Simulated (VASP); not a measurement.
A run of VASP 6.6.1 is set up as follows.

The input INCAR:

```
SYSTEM = Ti
PREC     = Accurate       ! precision mode
ENCUT    = 600            ! plane-wave cutoff, eV
EDIFF    = 1E-6           ! SCF threshold, eV
ISMEAR   = 1              ! smearing method
SIGMA    = 0.05           ! smearing width, eV
LREAL    = .False.        ! projectors in reciprocal space
LASPH    = .True.         ! aspherical terms in the spheres
NELM     = 100            ! most SCF steps
ALGO     = Normal         ! electronic algorithm
ISIF     = 3              ! what is computed and relaxed
LWAVE    = .False.        ! write WAVECAR
LCHARG   = .False.        ! write CHGCAR
GGA      = CA             ! functional
IBRION   = 2              ! ionic algorithm
NSW      = 80             ! ionic steps
EDIFFG   = -0.02          ! ionic threshold
```

KPOINTS

```
Automatic mesh
0
Gamma
  7 7 7
  0 0 0
```

POSCAR

```
Ti
1.0
    0.0000000000      2.7123089807      2.7123089807
    2.7123089807      0.0000000000      2.7123089807
    2.7123089807      2.7123089807      0.0000000000
Ti
2
Direct
    0.0000000000      0.0000000000      0.0000000000
    0.2500000000      0.2500000000      0.2500000000
```

Potentials or basis: VASP PAW LDA potentials, release 64 (Ti_sv).

Command:

```sh
$ cat potpaw_LDA.64/Ti_sv/POTCAR > POTCAR
$ mpirun -np 1 vasp_std > vasp.out
```

**Question.** Estimate the relaxed volume.

**Answer.** 18.94 Å³/atom.

**Question.** Estimate the band gap on the k mesh.

**Answer.** Zero (bands 12 and 13 overlap by 0.37 eV).

Final structure:
```
Ti
1.0
     0.00000    2.66576    2.66576
     2.66576    0.00000    2.66576
     2.66576    2.66576    0.00000
Ti
2
Direct
  0.00000 0.00000 0.00000
  0.25000 0.25000 0.25000
```
